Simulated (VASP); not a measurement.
# InGa2O (R-3m) in VASP: further runs

InGa2O is run at these levels: PBE; tasks: single point, relaxation of cell and atoms.

Everything below comes from runs of VASP 6.6.1. Logs are shortened: lines on timing, memory, paths and dates and some standing lists are left out, and cuts for length are marked.

## Step 1: The cell of the first run

It takes space group R-3m (No. 166, trigonal). The conventional cell has a = 4.688 Å, b = 4.688 Å, c = 10.876 Å, α = 90.00°, β = 90.00°, γ = 120.00°. In (site symmetry -3m) has 8 Ga at 2.71 to 3.49 Å and 6 O at 3.26 Å within 3.6 Å. Ga (site symmetry 3m) has 1 O at 1.95 Å within 2.6 Å. O (site symmetry -3m) has 2 Ga at 1.95 Å within 2.6 Å.

## Step 2: Single point, PBE

INCAR

```
SYSTEM = InGa2O
ALGO = Normal
EDIFF = 1E-7
ENCUT = 520
GGA = PE
ISIF = 2
ISMEAR = 0
LASPH = .TRUE.
LCHARG = .FALSE.
LREAL = .FALSE.
LWAVE = .FALSE.
NBANDS = 30
NELM = 100
PREC = Accurate
SIGMA = 0.1
```

KPOINTS

```
k-points
0
G
  6 6 6
  0 0 0
```

POSCAR

```
InGa2O
1.0
    2.3439553500      1.3532832500      3.6252330300
   -2.3439553500      1.3532832500      3.6252330300
    0.0000000000     -2.7065665100      3.6252330300
In Ga O
1 2 1
Direct
    0.5000000000      0.5000000000      0.5000000000
    0.8209138500      0.8209138500      0.8209138500
    0.1790861500      0.1790861500      0.1790861500
    0.0000000000      0.0000000000      0.0000000000
```

Potentials or basis: VASP PAW PBE potentials, release 64 (In_d, Ga_d, O).

Started as:

```sh
> cat potpaw_PBE.64/In_d/POTCAR potpaw_PBE.64/Ga_d/POTCAR potpaw_PBE.64/O/POTCAR > POTCAR
> mpirun -np 1 vasp_std > vasp.out
```

OUTCAR:

```text
SYSTEM = InGa2O
   EDIFF = 1E-7
   ENCUT = 520
   GGA = PE
   ISIF = 2
   ISMEAR = 0
   LASPH = .TRUE.
   LREAL = .FALSE.
   NELM = 100
   PREC = Accurate

 ion  position               nearest neighbor table
   1  0.500  0.500  0.500-   3 2.71   3 2.71   2 2.71   2 2.71   3 2.71   2 2.71
   2  0.821  0.821  0.821-   4 1.95   1 2.71   1 2.71   1 2.71   3 2.72   3 2.72   3 2.72
   3  0.179  0.179  0.179-   4 1.95   1 2.71   1 2.71   1 2.71   2 2.72   2 2.72   2 2.72
   4  0.000  0.000  0.000-   2 1.95   3 1.95

  LATTYP: Found a trigonal (rhomboedric) cell.
 ALAT       =     4.5241371287
 COS(alpha) =     0.4631448242

  Lattice vectors:

 A1 = (   2.3439553500,   1.3532832500,   3.6252330300)
 A2 = (  -2.3439553500,   1.3532832500,   3.6252330300)
 A3 = (   0.0000000000,  -2.7065665100,   3.6252330300)

Analysis of symmetry for initial positions (statically):
=====================================================================
 Subroutine PRICEL returns:
 Original cell was already a primitive cell.

 Routine SETGRP: Setting up the symmetry group for a
 trigonal (rhombohedral) supercell.

 Subroutine GETGRP returns: Found 12 space group operations
 (whereof 12 operations were pure point group operations)
 out of a pool of 12 trial point group operations.

The static configuration has the point symmetry D_3d.

Analysis of symmetry for dynamics (positions and initial velocities):
=====================================================================
 Subroutine PRICEL returns:
 Original cell was already a primitive cell.

 Routine SETGRP: Setting up the symmetry group for a
 trigonal (rhombohedral) supercell.

 Subroutine GETGRP returns: Found 12 space group operations
 (whereof 12 operations were pure point group operations)
 out of a pool of 12 trial point group operations.

The dynamic configuration has the point symmetry D_3d.

 Subroutine INISYM returns: Found 12 space group operations
 (whereof 12 operations are pure point group operations),
 and found     1 'primitive' translations

----------------------------------------------------------------------------------------

                                     Primitive cell

  volume of cell :      68.9962

  direct lattice vectors                    reciprocal lattice vectors
     2.343955350  1.353283250  3.625233030     0.213314644  0.123157267  0.091948112
    -2.343955350  1.353283250  3.625233030    -0.213314644  0.123157267  0.091948112
     0.000000000 -2.706566510  3.625233030     0.000000000 -0.246314534  0.091948112

  length of vectors
     4.524137129  4.524137129  4.524137133     0.262916916  0.262916916  0.262916916

  position of ions in fractional coordinates (direct lattice)
     0.500000000  0.500000000  0.500000000
     0.820913850  0.820913850  0.820913850
     0.179086150  0.179086150  0.179086150
     0.000000000  0.000000000  0.000000000

  ion indices of the primitive-cell ions
   primitive index   ion index
                 1           1
                 2           2
                 3           3
                 4           4

----------------------------------------------------------------------------------------

 KPOINTS: k-points

Automatic generation of k-mesh.
 Grid dimensions read from file:
 generate k-points for:    6    6    6

 Generating k-lattice:

  Cartesian coordinates                     Fractional coordinates (reciprocal lattice)
     0.035552441  0.020526211  0.015324685     0.166666667 -0.000000000  0.000000000
    -0.035552441  0.020526211  0.015324685    -0.000000000  0.166666667  0.000000000
     0.000000000 -0.041052422  0.015324685     0.000000000  0.000000000  0.166666667

  Length of vectors
     0.043819486  0.043819486  0.043819486

  Shift w.r.t. Gamma in fractional coordinates (k-lattice)
     0.000000000  0.000000000  0.000000000

 Subroutine IBZKPT returns following result:
 ===========================================

 Found     32 irreducible k-points:

 Following reciprocal coordinates:
            Coordinates               Weight
  0.000000  0.000000  0.000000      1.000000
  0.166667 -0.000000 -0.000000      6.000000
  0.333333  0.000000  0.000000      6.000000
  0.500000 -0.000000  0.000000      3.000000
  0.166667  0.166667 -0.000000      6.000000
  0.333333  0.166667 -0.000000     12.000000
[... 16 lines left out ...]
  0.500000  0.500000  0.166667      6.000000
 -0.333333  0.500000  0.166667     12.000000
 [... further k-points ...]
   k-points           NKPTS =     32   k-points in BZ     NKDIM =     32   number of bands    NBANDS=     30
   number of dos      NEDOS =    301   number of ions     NIONS =      4
   total plane-waves  NPLWV =  46656
   dimension x,y,z NGX =    36 NGY =   36 NGZ =   36
   dimension x,y,z NGXF=    72 NGYF=   72 NGZF=   72
   ions per type =               1   2   1
   NGX,Y,Z   is equivalent  to a cutoff of  13.23, 13.23, 13.23 a.u.
   NGXF,Y,Z  is equivalent  to a cutoff of  26.46, 26.46, 26.46 a.u.
 SYSTEM =  InGa2O
   PREC   = accura    normal or accurate (medium, high low for compatibility)
   ISTART =      0    job   : 0-new  1-cont  2-samecut
   ICHARG =      2    charge: 1-file 2-atom 10-const
   ISPIN  =      1    spin polarized calculation?
   LNONCOLLINEAR =      F non collinear calculations
   LSORBIT =      F    spin-orbit coupling
   LASPH  =      T    aspherical Exc in radial PAW
   ENCUT  =  520.0 eV  38.22 Ry    6.18 a.u.   8.41  8.41  8.41*2*pi/ulx,y,z
   NELM   =    100;   NELMIN=  2; NELMDL= -5     # of ELM steps
   EDIFF  = 0.1E-06   stopping-criterion for ELM
   LREAL  =      F    real-space projection
   EDIFFG = 0.1E-05   stopping-criterion for IOM
   NSW    =      0    number of steps for IOM
   IBRION =     -1    ionic relax: 0-MD 1-quasi-New 2-CG
   NFREE  =      0    steps in history (QN), initial steepest desc. (CG)
   ISIF   =      2    stress and relaxation
   ISYM   =      2    0-nonsym 1-usesym 2-fastsym
   POTIM  = 0.5000    time-step for ionic-motion
   TEBEG  =    0.0;   TEEND  =   0.0 temperature during run
   PSTRESS=    0.0 pullay stress
   NELECT =      45.0000    total number of electrons
   NUPDOWN=      -1.0000    fix difference up-down
   EMIN   =  10.00;   EMAX   =-10.00  energy-range for DOS
   EFERMI =   0.00;   METHOD = LEGACY
   ISMEAR =     0;   SIGMA  =   0.10  broadening in eV -4-tet -1-fermi 0-gaus
   EFERMI_NEDOS =   21; number of points for ismear=-14 and -15
   IALGO  =     38    algorithm
   IMIX   =      4    mixing-type and parameters
     AMIX     =   0.40;   BMIX     =  1.00
     AMIX_MAG =   1.60;   BMIX_MAG =  1.00
  volume/ion in A,a.u.               =      17.25       116.40
  Fermi-wavevector in a.u.,A,eV,Ry     =   1.419724  2.682889 27.424124  2.015616
  Thomas-Fermi vector in A             =   2.540714
   LORBIT       =      0    0 simple, 1 ext, 2 COOP (PROOUT), +10 PAW based schemes
   GGA     = PE    functional components
   LHFCALC =     F    Hartree Fock is set to
   AEXX    =    0.0000 exact exchange contribution
   IVDW    =     0    specifies the selected vdW correction
   LEPSILON=     F    determine dielectric tensor
   LRPA    =     F    only Hartree local field effects (RPA)
 non-spin polarized calculation
 Gauss-broadening in eV      SIGMA  =   0.10
  energy-cutoff  :      520.00
  volume of cell :       69.00
 maximum number of plane-waves:      1880
 NGX is ok and might be reduce to    36
   NGX = 17   NGY = 17   NGZ = 17

 number of electron      45.0000000 magnetization

 Free energy of the ion-electron system (eV)
  ---------------------------------------------------
  ext. energy  EPLUGINS =         0.00000000
  ---------------------------------------------------
  free energy    TOTEN  =       -13.83378143 eV

  energy without entropy =      -13.82594584  energy(sigma->0) =      -13.82986364

 E-fermi :   5.9568     XC(G=0): -10.7695

 val. band max:        5.9181683029   @ k =   0.1667  -0.0000  -0.0000
 cond. band min:       5.9582776809   @ k =   0.3333   0.3333   0.0000
 fundamental gap:      0.0401093779
 Fermi energy:         5.9568015148

 k-point     1 :       0.0000    0.0000    0.0000
  band No.  band energies     occupation
      1     -11.9011      2.00000
      2      -9.1844      2.00000
      3      -9.0138      2.00000
      4      -9.0138      2.00000
      5      -8.9314      2.00000
      6      -8.9314      2.00000
[... 22 lines left out ...]
     29      14.0822      0.00000
     30      14.0822      0.00000

 k-point     2 :       0.1667   -0.0000   -0.0000
  band No.  band energies     occupation
      1     -11.8828      2.00000
      2      -9.1566      2.00000
      3      -9.0862      2.00000
      4      -9.0693      2.00000
      5      -8.9814      2.00000
      6      -8.9449      2.00000
[... 22 lines left out ...]
     29      13.8023      0.00000
     30      14.0833      0.00000

 k-point     3 :       0.3333    0.0000    0.0000
  band No.  band energies     occupation
      1     -11.8468      2.00000
      2      -9.2822      2.00000
      3      -9.1531      2.00000
      4      -9.0953      2.00000
      5      -9.0063      2.00000
      6      -8.9492      2.00000
[... 22 lines left out ...]
     29      13.8904      0.00000
     30      13.9996      0.00000

 k-point     4 :       0.5000   -0.0000    0.0000
  band No.  band energies     occupation
      1     -11.8291      2.00000
      2      -9.3572      2.00000
      3      -9.1829      2.00000
      4      -9.0785      2.00000
      5      -9.0099      2.00000
      6      -8.9802      2.00000
[... 22 lines left out ...]
     29      13.4067      0.00000
     30      15.3050      0.00000

 k-point     5 :       0.1667    0.1667   -0.0000
  band No.  band energies     occupation
      1     -11.8743      2.00000
      2      -9.1641      2.00000
      3      -9.0817      2.00000
      4      -9.0664      2.00000
      5      -8.9687      2.00000
      6      -8.9556      2.00000
[... 22 lines left out ...]
     29      13.2050      0.00000
     30      14.5053      0.00000
[... 526 lines left out ...]
     29      14.0583      0.00000
     30      15.4004      0.00000

 k-point    22 :      -0.1667    0.3333    0.1667
  band No.  band energies     occupation
      1     -11.8297      2.00000
      2      -9.3247      2.00000
      3      -9.2342      2.00000
      4      -9.1567      2.00000
      5      -8.9529      2.00000
      6      -8.9066      2.00000
[... 22 lines left out ...]
     29      14.2000      0.00000
     30      15.1688      0.00000

 k-point    23 :       0.5000    0.5000    0.1667
  band No.  band energies     occupation
      1     -11.8058      2.00000
      2      -9.2885      2.00000
      3      -9.1481      2.00000
      4      -9.0759      2.00000
      5      -8.9785      2.00000
      6      -8.9176      2.00000
[... 22 lines left out ...]
     29      15.6930      0.00000
     30      16.5247      0.00000

 k-point    24 :      -0.3333    0.5000    0.1667
  band No.  band energies     occupation
      1     -11.8093      2.00000
      2      -9.3252      2.00000
      3      -9.2348      2.00000
      4      -9.1555      2.00000
      5      -8.9401      2.00000
      6      -8.8825      2.00000
[... 22 lines left out ...]
     29      14.7998      0.00000
     30      15.0004      0.00000

 [... further k-points ...]
[... 5 lines left out ...]
  --------------------------------------------------------------------------------------
  -------------------------------------------------------------------------------------
  Total        7.3727424      7.3727424     -1.9161396      0.0000000      0.0000000     -0.0000000
  in kB      171.2042027    171.2042030    -44.4951321      0.0000000      0.0000000     -0.0000000
  external PRESSURE =      99.3044245 kB  Pullay stress =       0.0000000 kB

 VOLUME and BASIS-vectors are now :
 -----------------------------------------------------------------------------
  energy-cutoff  :      520.00
  volume of cell :       69.00
      direct lattice vectors                 reciprocal lattice vectors
     2.343955350  1.353283250  3.625233030     0.213314644  0.123157267  0.091948112
    -2.343955350  1.353283250  3.625233030    -0.213314644  0.123157267  0.091948112
     0.000000000 -2.706566510  3.625233030     0.000000000 -0.246314534  0.091948112

 POSITION                                       TOTAL-FORCE (eV/Angst)
 -----------------------------------------------------------------------------------
      0.00000     -0.00000      5.43785         0.000000      0.000000      0.000000
      0.00000     -0.00000      8.92801         0.000000     -0.000000      0.829315
      0.00000     -0.00000      1.94769         0.000000      0.000000     -0.829315
      0.00000      0.00000      0.00000        -0.000000      0.000000      0.000000
 -----------------------------------------------------------------------------------
    total drift:                                0.000000     -0.000000      0.000000

  FREE ENERGIE OF THE ION-ELECTRON SYSTEM (eV)
  ---------------------------------------------------
  free  energy   TOTEN  =       -13.8337814288 eV

  energy  without entropy=      -13.8259458420  energy(sigma->0) =      -13.82986364
```

Wall time 76 s (1 thread of Intel Xeon 6975P-C, shared host); peak memory 0.24 GiB.

What came out:

```yaml
Free_energy: -13.8338 eV
Pressure: 9.9 GPa
Largest_force: 0.829 eV/Å
```

Forces in eV/Å, atoms in the order of the input:
```
In   0.000  0.000  0.000
Ga   0.000  0.000  0.829
Ga   0.000  0.000 -0.829
O    0.000  0.000  0.000
```

Stress tensor (GPa, compression positive):
```
17.12  0.00  0.00
 0.00 17.12  0.00
 0.00  0.00 -4.45
```

Levels at points of the mesh, in eV from the Fermi level:
| k point | band 20 | band 21 | band 22 | band 23 | band 24 | band 25 | band 26 | band 27 |
| --- | --- | --- | --- | --- | --- | --- | --- | --- |
| (0.00, 0.00, 0.00) | -2.61 | -0.20 | 0.22 | 0.22 | 1.17 | 1.17 | 1.50 | 3.96 |
| (0.50, 0.00, 0.00) | -2.37 | -2.36 | -1.40 | -0.06 | 2.07 | 4.45 | 4.56 | 6.02 |
| (0.50, 0.50, 0.00) | -3.89 | -2.58 | -1.11 | 0.09 | 1.62 | 3.86 | 7.35 | 7.54 |
| (0.50, 0.50, 0.50) | -3.11 | -2.57 | -0.24 | -0.24 | 0.41 | 2.01 | 2.01 | 2.31 |

Caveat: spin-orbit coupling is left out, which moves the levels of the heavy elements; an odd number of electrons without spin polarisation forces a metal; a magnetic or distorted state may lie lower.

(Part 1 of 2 ends here.)
